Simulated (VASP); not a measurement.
Set up this calculation in VASP 6.6.1, as the native input.

- Task: relaxation of cell and atoms
- Functional: PBE
- Potentials or basis: VASP PAW PBE potentials, release 64 (Dy_3, Br), 4f in core
- Cutoff: 500 eV
- k mesh: 10 × 10 × 10
- Occupations: gaussian, width 0.1 eV
- Spin: no spin polarisation
- Dipole correction: no
- Further INCAR settings: ALGO = Normal; EDIFF = 1e-07; IBRION = 2; EDIFFG = -0.01; NSW = 100; ISIF = 3

The structure of Dy3Br lies in POSCAR:

```
Dy3Br
1.0
    4.8037356700      0.0000000000      0.0000000000
    0.0000000000      4.8037356700      0.0000000000
    0.0000000000      0.0000000000      4.8037356700
Dy Br
3 1
Direct
    0.5000000000      0.0000000000      0.5000000000
    0.0000000000      0.5000000000      0.5000000000
    0.5000000000      0.5000000000      0.0000000000
    0.0000000000      0.0000000000      0.0000000000
```

The cell was generated, and may not be a known phase.

One way to write it, as run:

INCAR

```
SYSTEM = Dy3Br
  PREC = Accurate
  ENCUT = 500
  EDIFF = 1E-7
  ISMEAR = 0
  SIGMA = 0.1
  LREAL = .FALSE.
  LASPH = .TRUE.
  NELM = 200
  ALGO = Normal
  ISIF = 3
  LWAVE = .FALSE.
  LCHARG = .FALSE.
  GGA = PE
  IBRION = 2
  NSW = 100
  EDIFFG = -0.01
  GGA_COMPAT = .FALSE.
  NELMIN = 4
  LMAXMIX = 6
```

KPOINTS

```
Automatic mesh
0
G
  10 10 10
  0 0 0
```

Potentials or basis: VASP PAW PBE potentials, release 64 (Dy_3, Br), 4f in core.

Launch:

```sh
$ cat potpaw_PBE.64/Dy_3/POTCAR potpaw_PBE.64/Br/POTCAR > POTCAR
$ mpirun -np 1 vasp_std > vasp.out
```

Results of the run:

The relaxed volume is 29.12 Å³/atom and the relaxed cell is a = 4.884 Å, b = 4.884 Å, c = 4.884 Å, α = 90.00°, β = 90.00°, γ = 90.00°. The space group after relaxing (to 0.1 Å) is Pm-3m (No. 221). The energy gained by relaxing is 7.4 meV/atom. The ionic steps are 3, the pressure after relaxing is 0.0 GPa and the band gap on the k mesh is zero (bands 17 and 18 overlap by 1.31 eV).

Caveat: spin-orbit coupling is left out, which moves the levels of the heavy elements; the 4f electrons are frozen in the core, so they carry no moment and show no levels; the run has no spin polarisation, though such a crystal can be magnetic.

It took 2.8 min on 1 thread of AMD EPYC 9R45 96-Core Processor (Zen 5), on a shared host, peak memory 0.26 GiB.
